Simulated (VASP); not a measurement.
# GaSb (I-4m2) in VASP: further runs, part 2 of 2

VASP 6.6.1. Earlier steps stand in the parts before.

## (3) Single point, PBE

This run uses another cell than the first one, of 24.19 Å³/atom.

INCAR

```
ALGO = Fast
EDIFF = 1E-7
ENCUT = 520
GGA = PE
ISIF = 2
ISMEAR = 0
LASPH = True
LCHARG = False
LREAL = False
LWAVE = False
NBANDS = 16
NELM = 60
PREC = Accurate
SIGMA = 0.15
```

KPOINTS

```
k-points
0
Gamma
  22 22 22
```

POSCAR

```
GaSb
1.0
   -2.7657340177      2.7657340177      1.5810862690
    2.7657340177     -2.7657340177      1.5810862690
    2.7657340177      2.7657340177     -1.5810862690
Ga Sb
1 1
Direct
    0.2500000000      0.7500000000      0.5000000000
    0.0000000000      0.0000000000      0.0000000000
```

Potentials or basis: VASP PAW PBE potentials, release 64 (Ga_d, Sb).

Launch:

```sh
> cat potpaw_PBE.64/Ga_d/POTCAR potpaw_PBE.64/Sb/POTCAR > POTCAR
> mpirun -np 1 vasp_std > vasp.out
```

OUTCAR:

```text
EDIFF = 1E-7
   ENCUT = 520
   GGA = PE
   ISIF = 2
   ISMEAR = 0
   LASPH = True
   LREAL = False
   NELM = 60
   PREC = Accurate

 ion  position               nearest neighbor table
   1  0.250  0.750  0.500-   2 2.88   2 2.88   2 2.88   2 2.88
   2  0.000  0.000  0.000-   1 2.88   1 2.88   1 2.88   1 2.88

  LATTYP: Found a body centered tetragonal cell.
 ALAT       =     5.5314680354
 C/A-ratio  =     0.5716696757

  Lattice vectors:

 A1 = (  -2.7657340177,   2.7657340177,   1.5810862690)
 A2 = (   2.7657340177,  -2.7657340177,   1.5810862690)
 A3 = (   2.7657340177,   2.7657340177,  -1.5810862690)

Analysis of symmetry for initial positions (statically):
=====================================================================
 Subroutine PRICEL returns:
 Original cell was already a primitive cell.

 Routine SETGRP: Setting up the symmetry group for a
 body centered tetragonal supercell.

 Subroutine GETGRP returns: Found  8 space group operations
 (whereof  8 operations were pure point group operations)
 out of a pool of 16 trial point group operations.

The static configuration has the point symmetry D_2d.

Analysis of symmetry for dynamics (positions and initial velocities):
=====================================================================
 Subroutine PRICEL returns:
 Original cell was already a primitive cell.

 Routine SETGRP: Setting up the symmetry group for a
 body centered tetragonal supercell.

 Subroutine GETGRP returns: Found  8 space group operations
 (whereof  8 operations were pure point group operations)
 out of a pool of 16 trial point group operations.

The dynamic configuration has the point symmetry D_2d.

 Subroutine INISYM returns: Found  8 space group operations
 (whereof  8 operations are pure point group operations),
 and found     1 'primitive' translations

----------------------------------------------------------------------------------------

                                     Primitive cell

  volume of cell :      48.3767

  direct lattice vectors                    reciprocal lattice vectors
    -2.765734018  2.765734018  1.581086269     0.000000000  0.180783834  0.316238279
     2.765734018 -2.765734018  1.581086269     0.180783834  0.000000000  0.316238279
     2.765734018  2.765734018 -1.581086269     0.180783834  0.180783834  0.000000000

  length of vectors
     4.218815367  4.218815367  4.218815367     0.364265622  0.364265622  0.255666950

  position of ions in fractional coordinates (direct lattice)
     0.250000000  0.750000000  0.500000000
     0.000000000  0.000000000  0.000000000

  ion indices of the primitive-cell ions
   primitive index   ion index
                 1           1
                 2           2

----------------------------------------------------------------------------------------

 KPOINTS: k-points

Automatic generation of k-mesh.
 Grid dimensions read from file:
 generate k-points for:   22   22   22

 Generating k-lattice:

  Cartesian coordinates                     Fractional coordinates (reciprocal lattice)
     0.000000000  0.008217447  0.014374467     0.045454545  0.000000000 -0.000000000
     0.008217447  0.000000000  0.014374467     0.000000000  0.045454545 -0.000000000
     0.008217447  0.008217447  0.000000000     0.000000000  0.000000000  0.045454545

  Length of vectors
     0.016557528  0.016557528  0.011621225

  Shift w.r.t. Gamma in fractional coordinates (k-lattice)
     0.000000000  0.000000000  0.000000000

 Subroutine IBZKPT returns following result:
 ===========================================

 Found    834 irreducible k-points:

 Following reciprocal coordinates:
            Coordinates               Weight
  0.000000  0.000000  0.000000      1.000000
  0.045455  0.000000  0.000000      8.000000
  0.090909  0.000000  0.000000      8.000000
  0.136364  0.000000  0.000000      8.000000
  0.181818  0.000000  0.000000      8.000000
  0.227273  0.000000  0.000000      8.000000
[... 16 lines left out ...]
  0.500000  0.045455  0.000000     16.000000
 -0.454545  0.045455  0.000000     16.000000
 [... further k-points ...]
   k-points           NKPTS =    834   k-points in BZ     NKDIM =    834   number of bands    NBANDS=     16
   number of dos      NEDOS =    301   number of ions     NIONS =      2
   total plane-waves  NPLWV =  32768
   dimension x,y,z NGX =    32 NGY =   32 NGZ =   32
   dimension x,y,z NGXF=    64 NGYF=   64 NGZF=   64
   ions per type =               1   1
   NGX,Y,Z   is equivalent  to a cutoff of  12.61, 12.61, 12.61 a.u.
   NGXF,Y,Z  is equivalent  to a cutoff of  25.22, 25.22, 25.22 a.u.
 SYSTEM =  unknown system
   PREC   = accura    normal or accurate (medium, high low for compatibility)
   ISTART =      0    job   : 0-new  1-cont  2-samecut
   ICHARG =      2    charge: 1-file 2-atom 10-const
   ISPIN  =      1    spin polarized calculation?
   LNONCOLLINEAR =      F non collinear calculations
   LSORBIT =      F    spin-orbit coupling
   LASPH  =      T    aspherical Exc in radial PAW
   ENCUT  =  520.0 eV  38.22 Ry    6.18 a.u.   7.84  7.84  7.84*2*pi/ulx,y,z
   NELM   =     60;   NELMIN=  2; NELMDL= -5     # of ELM steps
   EDIFF  = 0.1E-06   stopping-criterion for ELM
   LREAL  =      F    real-space projection
   EDIFFG = 0.1E-05   stopping-criterion for IOM
   NSW    =      0    number of steps for IOM
   IBRION =     -1    ionic relax: 0-MD 1-quasi-New 2-CG
   NFREE  =      0    steps in history (QN), initial steepest desc. (CG)
   ISIF   =      2    stress and relaxation
   ISYM   =      2    0-nonsym 1-usesym 2-fastsym
   POTIM  = 0.5000    time-step for ionic-motion
   TEBEG  =    0.0;   TEEND  =   0.0 temperature during run
   PSTRESS=    0.0 pullay stress
   NELECT =      18.0000    total number of electrons
   NUPDOWN=      -1.0000    fix difference up-down
   EMIN   =  10.00;   EMAX   =-10.00  energy-range for DOS
   EFERMI =   0.00;   METHOD = LEGACY
   ISMEAR =     0;   SIGMA  =   0.15  broadening in eV -4-tet -1-fermi 0-gaus
   EFERMI_NEDOS =   21; number of points for ismear=-14 and -15
   IALGO  =     68    algorithm
   IMIX   =      4    mixing-type and parameters
     AMIX     =   0.40;   BMIX     =  1.00
     AMIX_MAG =   1.60;   BMIX_MAG =  1.00
  volume/ion in A,a.u.               =      24.19       163.23
  Fermi-wavevector in a.u.,A,eV,Ry     =   1.177480  2.225115 18.863922  1.386459
  Thomas-Fermi vector in A             =   2.313826
   LORBIT       =      0    0 simple, 1 ext, 2 COOP (PROOUT), +10 PAW based schemes
   GGA     = PE    functional components
   LHFCALC =     F    Hartree Fock is set to
   AEXX    =    0.0000 exact exchange contribution
   IVDW    =     0    specifies the selected vdW correction
   LEPSILON=     F    determine dielectric tensor
   LRPA    =     F    only Hartree local field effects (RPA)
 non-spin polarized calculation
 RMM-DIIS sequential band-by-band and
 Gauss-broadening in eV      SIGMA  =   0.15
  energy-cutoff  :      520.00
  volume of cell :       48.38
 maximum number of plane-waves:      1330
   NGX = 15   NGY = 15   NGZ = 15

 number of electron      17.9999991 magnetization

 Free energy of the ion-electron system (eV)
  ---------------------------------------------------
  ext. energy  EPLUGINS =         0.00000000
  ---------------------------------------------------
  free energy    TOTEN  =        -6.99462526 eV

  energy without entropy =       -6.98508053  energy(sigma->0) =       -6.98985290

 E-fermi :   6.5391     XC(G=0): -10.2234

 val. band max:        6.5335930410   @ k =   0.4545   0.4545   0.0455
 cond. band min:       6.5494728896   @ k =  -0.2727  -0.4545   0.0909
 fundamental gap:      0.0158798485
 Fermi energy:         6.5391177282

 k-point     1 :       0.0000    0.0000    0.0000
  band No.  band energies     occupation
      1      -8.4211      2.00000
      2      -8.3331      2.00000
      3      -8.3262      2.00000
      4      -8.3046      2.00000
      5      -8.3046      2.00000
      6      -5.3934      2.00000
[... 8 lines left out ...]
     15      16.4189      0.00000
     16      17.0904      0.00000
[... 419 lines left out ...]
 k-point    24 :      -0.4545    0.0455    0.0000
  band No.  band energies     occupation
      1      -8.3673      2.00000
      2      -8.3598      2.00000
      3      -8.3408      2.00000
      4      -8.3034      2.00000
      5      -8.2907      2.00000
      6      -2.2829      2.00000
[... 8 lines left out ...]
     15      15.9611      0.00000
     16      17.6985      0.00000

 [... further k-points ...]

------------------------ aborting loop because EDIFF is reached ----------------------------------------

  FORCE on cell =-STRESS in cart. coord.  units (eV):
  Direction    XX          YY          ZZ          XY          YZ          ZX
  --------------------------------------------------------------------------------------
  -------------------------------------------------------------------------------------
  Total        0.0252838      0.0252838     -0.0476438      0.0000000     -0.0000000      0.0000000
  in kB        0.8373698      0.8373698     -1.5779035      0.0000000     -0.0000000      0.0000000
  external PRESSURE =       0.0322787 kB  Pullay stress =       0.0000000 kB

 VOLUME and BASIS-vectors are now :
 -----------------------------------------------------------------------------
  energy-cutoff  :      520.00
  volume of cell :       48.38
      direct lattice vectors                 reciprocal lattice vectors
    -2.765734018  2.765734018  1.581086269     0.000000000  0.180783834  0.316238279
     2.765734018 -2.765734018  1.581086269     0.180783834  0.000000000  0.316238279
     2.765734018  2.765734018 -1.581086269     0.180783834  0.180783834  0.000000000

 POSITION                                       TOTAL-FORCE (eV/Angst)
 -----------------------------------------------------------------------------------
      2.76573      0.00000      0.79054         0.000000     -0.000000      0.000000
      0.00000      0.00000      0.00000        -0.000000      0.000000     -0.000000
 -----------------------------------------------------------------------------------
    total drift:                                0.000000     -0.000000     -0.000000

  FREE ENERGIE OF THE ION-ELECTRON SYSTEM (eV)
  ---------------------------------------------------
  free  energy   TOTEN  =        -6.9946252607 eV

  energy  without entropy=       -6.9850805312  energy(sigma->0) =       -6.98985290
```

Wall time 14 min (1 thread of Oxide Virtual Turin-like, shared host); peak memory 0.71 GiB.

What came out:

* Free energy: -6.9946 eV
* Pressure: 0.0 GPa
* Band gap on the k mesh: zero (bands 9 and 10 overlap by 4.80 eV)

Stress tensor (GPa, compression positive):
```
 0.08  0.00  0.00
 0.00  0.08  0.00
 0.00  0.00 -0.16
```

Levels at points of the mesh, in eV from the Fermi level:
| k point | band 6 | band 7 | band 8 | band 9 | band 10 | band 11 | band 12 | band 13 |
| --- | --- | --- | --- | --- | --- | --- | --- | --- |
| (0.00, 0.00, 0.00) | -11.93 | -3.06 | -1.90 | -1.90 | 3.39 | 5.11 | 7.02 | 7.02 |
| (0.50, 0.00, 0.00) | -8.26 | -5.58 | -2.48 | -1.45 | -1.17 | 2.42 | 3.23 | 5.06 |
| (0.50, 0.50, 0.00) | -10.49 | -8.03 | -0.06 | 1.76 | 2.04 | 2.27 | 4.64 | 6.65 |
| (0.50, 0.50, 0.50) | -9.37 | -5.96 | -4.96 | -4.96 | 3.58 | 5.09 | 10.22 | 10.22 |

Caveat: spin-orbit coupling is left out, which moves the levels of the heavy elements.

## (4) Single point, PBE

This run uses another cell than the first one, of 24.19 Å³/atom.

INCAR

```
SYSTEM = GaSb
PREC = Accurate
ENCUT = 520
EDIFF = 1E-7
ISMEAR = 0
SIGMA = 0.15
LREAL = .False.
LASPH = .True.
NELM = 80
ALGO = Fast
ISIF = 2
LWAVE = .False.
LCHARG = .True.
GGA = PE
LELF = .True.
LVHAR = .True.
NBANDS = 16
```

KPOINTS

```
Automatic mesh
0
Gamma
  24 24 24
  0 0 0
```

POSCAR is that of step 3.

Launch:

```sh
> cat potpaw_PBE.64/Ga_d/POTCAR potpaw_PBE.64/Sb/POTCAR > POTCAR
> mpirun -np 1 vasp_std > vasp.out
```

Wall time 21 min (1 thread of Oxide Virtual Turin-like, shared host); peak memory 0.86 GiB.

The run converged. Its results:

* Free energy: -6.9950 eV
* Pressure: 0.0 GPa
* Band gap on the k mesh: zero (bands 9 and 10 overlap by 4.76 eV)

Stress tensor (GPa, compression positive):
```
 0.18  0.00  0.00
 0.00  0.18  0.00
 0.00  0.00 -0.30
```

Levels at points of the mesh, in eV from the Fermi level:
```tsv
k point	band 5	band 6	band 7	band 8	band 9	band 10	band 11	band 12	band 13	band 14
(0.00, 0.00, 0.00)	-14.84	-11.93	-3.06	-1.90	-1.90	3.39	5.11	7.02	7.02	7.59
(0.50, 0.00, 0.00)	-14.82	-8.26	-5.58	-2.48	-1.45	-1.17	2.42	3.23	5.06	7.96
(0.50, 0.50, 0.00)	-14.83	-10.49	-8.02	-0.06	1.76	2.04	2.27	4.64	6.66	8.49
(0.50, 0.50, 0.50)	-14.83	-9.37	-5.96	-4.96	-4.96	3.58	5.09	10.22	10.22	12.52
```

Caveat: spin-orbit coupling is left out, which moves the levels of the heavy elements.

## (5) Summary

```tsv
cell	k mesh	smearing	gap on the mesh (eV)	pressure (GPa)
a = 4.161 Å, angles 98.7, 98.7, 134.3°, 2 atoms	16 × 16 × 16	gaussian 0.1 eV	none	1.3
a = 4.219 Å, angles 98.1, 98.1, 136.0°, 2 atoms	22 × 22 × 22	gaussian 0.15 eV	none	0.0
a = 4.219 Å, angles 98.1, 98.1, 136.0°, 2 atoms	24 × 24 × 24	gaussian 0.15 eV	none	0.0
```

Alike in all rows: task single point; level PBE; potentials or basis VASP PAW PBE potentials, release 64 (Ga_d, Sb); no spin polarisation; cutoff (eV) 520.

Caveats: spin-orbit coupling is left out, which moves the levels of the heavy elements.

Total energies depend on the potentials used, so only differences within one code and one set of settings carry meaning.
